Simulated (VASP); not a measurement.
# AlNi in VASP: single point with PBEsol

Aim: the single point of AlNi with PBEsol.

Everything below comes from runs of VASP 6.6.1. Logs are shortened: lines on timing, memory, paths and dates and some standing lists are left out, and cuts for length are marked.

## (1) The cell of the first run

The cell holds a slab with vacuum, 14 atoms: a = 2.862 Å, b = 4.048 Å, c = 27.143 Å, α = 90.00°, β = 90.00°, γ = 90.00°.

## (2) Single point, PBEsol

Contents of INCAR:

```
SYSTEM = AlNi
PREC = Accurate
ENCUT = 520
EDIFF = 1E-7
ISMEAR = 0
SIGMA = 0.1
LREAL = .False.
LASPH = .True.
NELM = 80
ALGO = Normal
ISIF = 2
LWAVE = .False.
LCHARG = .True.
LDIPOL = .True.
IDIPOL = 3
DIPOL = 0.5 0.5 0.500
GGA = PS
LELF = .True.
LVHAR = .True.
LVACPOTAV = .True.
NBANDS = 58
```

Contents of KPOINTS:

```
Automatic mesh
0
Gamma
  12 9 1
  0 0 0
```

Contents of POSCAR:

```
AlNi
1.0
    2.8621655254      0.0000000000      0.0000000000
    0.0000000000      4.0477133037      0.0000000000
    0.0000000000      0.0000000000     27.1431399112
Al Ni
7 7
Direct
    0.0000000000      0.5000000000      0.2763129109
    0.0000000000      0.0000000000      0.3508752739
    0.0000000000      0.5000000000      0.4254376370
    0.0000000000      0.0000000000      0.5000000000
    0.0000000000      0.5000000000      0.5745623630
    0.0000000000      0.0000000000      0.6491247261
    0.0000000000      0.5000000000      0.7236870891
    0.5000000000      0.0000000000      0.2763129109
    0.5000000000      0.5000000000      0.3508752739
    0.5000000000      0.0000000000      0.4254376370
    0.5000000000      0.5000000000      0.5000000000
    0.5000000000      0.0000000000      0.5745623630
    0.5000000000      0.5000000000      0.6491247261
    0.5000000000      0.0000000000      0.7236870891
```

Potentials or basis: VASP PAW PBE potentials, release 64 (Al, Ni).

Command:

```sh
> cat potpaw_PBE.64/Al/POTCAR potpaw_PBE.64/Ni/POTCAR > POTCAR
> mpirun -np 1 vasp_std > vasp.out
```

OUTCAR:

```text
SYSTEM = AlNi
   PREC = Accurate
   ENCUT = 520
   EDIFF = 1E-7
   ISMEAR = 0
   LREAL = .False.
   LASPH = .True.
   NELM = 80
   ISIF = 2
   GGA = PS

 ion  position               nearest neighbor table
   1  0.000  0.500  0.276-   9 2.48   9 2.48   8 2.48   8 2.48   8 2.48   8 2.48   2 2.86   2 2.86

   2  0.000  0.000  0.351-   8 2.48   8 2.48   9 2.48   9 2.48   9 2.48   9 2.48  10 2.48  10 2.48
                             1 2.86   1 2.86   3 2.86   3 2.86
   3  0.000  0.500  0.425-  11 2.48  11 2.48  10 2.48  10 2.48  10 2.48  10 2.48   9 2.48   9 2.48
                             4 2.86   4 2.86   2 2.86   2 2.86
   4  0.000  0.000  0.500-  10 2.48  12 2.48  10 2.48  12 2.48  11 2.48  11 2.48  11 2.48  11 2.48
                             3 2.86   3 2.86   5 2.86   5 2.86
   5  0.000  0.500  0.575-  11 2.48  11 2.48  12 2.48  12 2.48  12 2.48  12 2.48  13 2.48  13 2.48
                             4 2.86   4 2.86   6 2.86   6 2.86
   6  0.000  0.000  0.649-  14 2.48  14 2.48  13 2.48  13 2.48  13 2.48  13 2.48  12 2.48  12 2.48
                             7 2.86   7 2.86   5 2.86   5 2.86
   7  0.000  0.500  0.724-  13 2.48  13 2.48  14 2.48  14 2.48  14 2.48  14 2.48   6 2.86   6 2.86

   8  0.500  0.000  0.276-   2 2.48   2 2.48   1 2.48   1 2.48   1 2.48   1 2.48   9 2.86   9 2.86

   9  0.500  0.500  0.351-   1 2.48   1 2.48   2 2.48   2 2.48   2 2.48   2 2.48   3 2.48   3 2.48
                             8 2.86   8 2.86  10 2.86  10 2.86
  10  0.500  0.000  0.425-   4 2.48   4 2.48   3 2.48   3 2.48   3 2.48   3 2.48   2 2.48   2 2.48
                            11 2.86  11 2.86   9 2.86   9 2.86
  11  0.500  0.500  0.500-   3 2.48   5 2.48   3 2.48   5 2.48   4 2.48   4 2.48   4 2.48   4 2.48
                            12 2.86  10 2.86  10 2.86  12 2.86
  12  0.500  0.000  0.575-   4 2.48   4 2.48   5 2.48   5 2.48   5 2.48   5 2.48   6 2.48   6 2.48
                            11 2.86  11 2.86  13 2.86  13 2.86
  13  0.500  0.500  0.649-   7 2.48   7 2.48   6 2.48   6 2.48   6 2.48   6 2.48   5 2.48   5 2.48
                            14 2.86  14 2.86  12 2.86  12 2.86
  14  0.500  0.000  0.724-   6 2.48   6 2.48   7 2.48   7 2.48   7 2.48   7 2.48  13 2.86  13 2.86

  LATTYP: Found a simple orthorhombic cell.
 ALAT       =     2.8621655254
 B/A-ratio  =     1.4142135623
 C/A-ratio  =     9.4834277299

  Lattice vectors:

 A1 = (   2.8621655254,   0.0000000000,   0.0000000000)
 A2 = (   0.0000000000,   4.0477133037,   0.0000000000)
 A3 = (   0.0000000000,   0.0000000000,  27.1431399112)

Analysis of symmetry for initial positions (statically):
=====================================================================
 Subroutine PRICEL returns:
 Original cell was already a primitive cell.

 Routine SETGRP: Setting up the symmetry group for a
 simple orthorhombic supercell.

 Subroutine GETGRP returns: Found  8 space group operations
 (whereof  8 operations were pure point group operations)
 out of a pool of  8 trial point group operations.

The static configuration has the point symmetry D_2h.

Analysis of symmetry for dynamics (positions and initial velocities):
=====================================================================
 Subroutine PRICEL returns:
 Original cell was already a primitive cell.

 Routine SETGRP: Setting up the symmetry group for a
 simple orthorhombic supercell.

 Subroutine GETGRP returns: Found  8 space group operations
 (whereof  8 operations were pure point group operations)
 out of a pool of  8 trial point group operations.

The dynamic configuration has the point symmetry D_2h.

 Subroutine INISYM returns: Found  8 space group operations
 (whereof  8 operations are pure point group operations),
 and found     1 'primitive' translations

----------------------------------------------------------------------------------------

                                     Primitive cell

  volume of cell :     314.4594

  direct lattice vectors                    reciprocal lattice vectors
     2.862165525  0.000000000  0.000000000     0.349385803  0.000000000  0.000000000
     0.000000000  4.047713304  0.000000000     0.000000000  0.247053070  0.000000000
     0.000000000  0.000000000 27.143139911     0.000000000  0.000000000  0.036841721

  length of vectors
     2.862165525  4.047713304 27.143139911     0.349385803  0.247053070  0.036841721

[... 55 lines left out ...]
 ===========================================

 Found     35 irreducible k-points:

 Following reciprocal coordinates:
            Coordinates               Weight
  0.000000  0.000000  0.000000      1.000000
  0.083333  0.000000  0.000000      2.000000
  0.166667  0.000000  0.000000      2.000000
  0.250000  0.000000  0.000000      2.000000
  0.333333  0.000000  0.000000      2.000000
  0.416667  0.000000  0.000000      2.000000
[... 16 lines left out ...]
  0.083333  0.333333  0.000000      4.000000
  0.166667  0.333333  0.000000      4.000000
 [... further k-points ...]
   k-points           NKPTS =     35   k-points in BZ     NKDIM =     35   number of bands    NBANDS=     58
   number of dos      NEDOS =    301   number of ions     NIONS =     14
   total plane-waves  NPLWV = 151200
   dimension x,y,z NGX =    24 NGY =   30 NGZ =  210
   dimension x,y,z NGXF=    48 NGYF=   60 NGZF=  420
   ions per type =               7   7
   NGX,Y,Z   is equivalent  to a cutoff of  13.94, 12.32, 12.86 a.u.
   NGXF,Y,Z  is equivalent  to a cutoff of  27.88, 24.64, 25.72 a.u.
 SYSTEM =  AlNi
   PREC   = accura    normal or accurate (medium, high low for compatibility)
   ISTART =      0    job   : 0-new  1-cont  2-samecut
   ICHARG =      2    charge: 1-file 2-atom 10-const
   ISPIN  =      1    spin polarized calculation?
   LNONCOLLINEAR =      F non collinear calculations
   LSORBIT =      F    spin-orbit coupling
   LASPH  =      T    aspherical Exc in radial PAW
   ENCUT  =  520.0 eV  38.22 Ry    6.18 a.u.   5.32  7.53 50.47*2*pi/ulx,y,z
   NELM   =     80;   NELMIN=  2; NELMDL= -5     # of ELM steps
   EDIFF  = 0.1E-06   stopping-criterion for ELM
   LREAL  =      F    real-space projection
   EDIFFG = 0.1E-05   stopping-criterion for IOM
   NSW    =      0    number of steps for IOM
   IBRION =     -1    ionic relax: 0-MD 1-quasi-New 2-CG
   NFREE  =      0    steps in history (QN), initial steepest desc. (CG)
   ISIF   =      2    stress and relaxation
   ISYM   =      2    0-nonsym 1-usesym 2-fastsym
   POTIM  = 0.5000    time-step for ionic-motion
   TEBEG  =    0.0;   TEEND  =   0.0 temperature during run
   PSTRESS=    0.0 pullay stress
   NELECT =      91.0000    total number of electrons
   NUPDOWN=      -1.0000    fix difference up-down
   EMIN   =  10.00;   EMAX   =-10.00  energy-range for DOS
   EFERMI =   0.00;   METHOD = LEGACY
   ISMEAR =     0;   SIGMA  =   0.10  broadening in eV -4-tet -1-fermi 0-gaus
   EFERMI_NEDOS =   21; number of points for ismear=-14 and -15
   IALGO  =     38    algorithm
   IMIX   =      4    mixing-type and parameters
     AMIX     =   0.40;   BMIX     =  1.00
     AMIX_MAG =   1.60;   BMIX_MAG =  1.00
  volume/ion in A,a.u.               =      22.46       151.58
  Fermi-wavevector in a.u.,A,eV,Ry     =   1.082847  2.046284 15.953615  1.172558
  Thomas-Fermi vector in A             =   2.218899
   LORBIT       =      0    0 simple, 1 ext, 2 COOP (PROOUT), +10 PAW based schemes
   GGA     = PS    functional components
   LHFCALC =     F    Hartree Fock is set to
   AEXX    =    0.0000 exact exchange contribution
   IVDW    =     0    specifies the selected vdW correction
   LEPSILON=     F    determine dielectric tensor
   LRPA    =     F    only Hartree local field effects (RPA)
 non-spin polarized calculation
 Gauss-broadening in eV      SIGMA  =   0.10
  energy-cutoff  :      520.00
  volume of cell :      314.46
 maximum number of plane-waves:      8521
 NGX is ok and might be reduce to    24
   NGX = 11   NGY = 15   NGZ =101

 dipolmoment           0.000000      0.000000      0.000000 electrons x Angstroem

 number of electron      91.0000009 magnetization

 dipolmoment           0.000000      0.000000     -0.000000 electrons x Angstroem

 Free energy of the ion-electron system (eV)
  ---------------------------------------------------
  ext. energy  EPLUGINS =         0.00000000
  ---------------------------------------------------
  free energy    TOTEN  =       -78.37647579 eV

  energy without entropy =      -78.34283862  energy(sigma->0) =      -78.35965721

 E-fermi :   2.9571     XC(G=0):  -7.1380

 val. band max:        2.9501297786   @ k =   0.2500   0.0000   0.0000
 cond. band min:       2.9600205323   @ k =   0.1667   0.0000   0.0000
 fundamental gap:      0.0098907536
 Fermi energy:         2.9571259624

 k-point     1 :       0.0000    0.0000    0.0000
  band No.  band energies     occupation
      1      -8.1411      2.00000
      2      -7.5929      2.00000
      3      -6.7423      2.00000
      4      -5.6570      2.00000
      5      -4.3810      2.00000
      6      -3.1134      2.00000
[... 1429 lines left out ...]
     56       7.9577      0.00000
     57       8.7376      0.00000

 [... further k-points ...]

 [bands above 57 left out]

------------------------ aborting loop because EDIFF is reached ----------------------------------------

  FORCE on cell =-STRESS in cart. coord.  units (eV):
  Direction    XX          YY          ZZ          XY          YZ          ZX
  --------------------------------------------------------------------------------------
  -------------------------------------------------------------------------------------
  Total       -5.1843153     -3.4578770     -0.6842333      0.0000000      0.0000000      0.0000000
  in kB      -26.4141972    -17.6179572     -3.4861830      0.0000000      0.0000000      0.0000000
  external PRESSURE =     -15.8394458 kB  Pullay stress =       0.0000000 kB

 VOLUME and BASIS-vectors are now :
 -----------------------------------------------------------------------------
  energy-cutoff  :      520.00
  volume of cell :      314.46
      direct lattice vectors                 reciprocal lattice vectors
     2.862165525  0.000000000  0.000000000     0.349385803  0.000000000  0.000000000
     0.000000000  4.047713304  0.000000000     0.000000000  0.247053070  0.000000000
     0.000000000  0.000000000 27.143139911     0.000000000  0.000000000  0.036841721

 POSITION                                       TOTAL-FORCE (eV/Angst)
 -----------------------------------------------------------------------------------
      0.00000      2.02386      7.50000         0.000000     -0.000000     -0.511674
      0.00000      0.00000      9.52386         0.000000     -0.000000     -0.394258
      0.00000      2.02386     11.54771         0.000000     -0.000000     -0.000961
      0.00000      0.00000     13.57157         0.000000     -0.000000      0.000000
      0.00000      2.02386     15.59543         0.000000     -0.000000      0.000961
      0.00000      0.00000     17.61928         0.000000     -0.000000      0.394258
      0.00000      2.02386     19.64314         0.000000     -0.000000      0.511674
      1.43108      0.00000      7.50000         0.000000      0.000000      0.662234
      1.43108      2.02386      9.52386         0.000000     -0.000000      0.279871
      1.43108      0.00000     11.54771         0.000000      0.000000     -0.054701
      1.43108      2.02386     13.57157         0.000000     -0.000000      0.000000
      1.43108      0.00000     15.59543         0.000000     -0.000000      0.054701
      1.43108      2.02386     17.61928         0.000000     -0.000000     -0.279871
      1.43108      0.00000     19.64314         0.000000     -0.000000     -0.662234
 -----------------------------------------------------------------------------------
    total drift:                                0.000000      0.000000     -0.000000

  FREE ENERGIE OF THE ION-ELECTRON SYSTEM (eV)
  ---------------------------------------------------
  free  energy   TOTEN  =       -78.3764757948 eV

  energy  without entropy=      -78.3428386166  energy(sigma->0) =      -78.35965721

 vacuum level on the upper side and lower side of the slab         7.927         7.927
```

Run time: 24 min. Hardware: 1 thread of Intel Xeon Platinum 8259CL at 2.50GHz (Skylake/Cascade Lake), shared host; peak memory 0.66 GiB.

Results:

* Free energy: -78.3765 eV
* Largest force: 0.662 eV/Å

Forces in eV/Å, atoms in the order of the input:
```
Al   0.000  0.000 -0.512
Al   0.000  0.000 -0.394
Al   0.000  0.000 -0.001
Al   0.000  0.000  0.000
Al   0.000  0.000  0.001
Al   0.000  0.000  0.394
Al   0.000  0.000  0.512
Ni   0.000  0.000  0.662
Ni   0.000  0.000  0.280
Ni   0.000  0.000 -0.055
Ni   0.000  0.000  0.000
Ni   0.000  0.000  0.055
Ni   0.000  0.000 -0.280
Ni   0.000  0.000 -0.662
```

Caveat: the PAW data sets were made with another functional, which shifts forces and pressure a little.
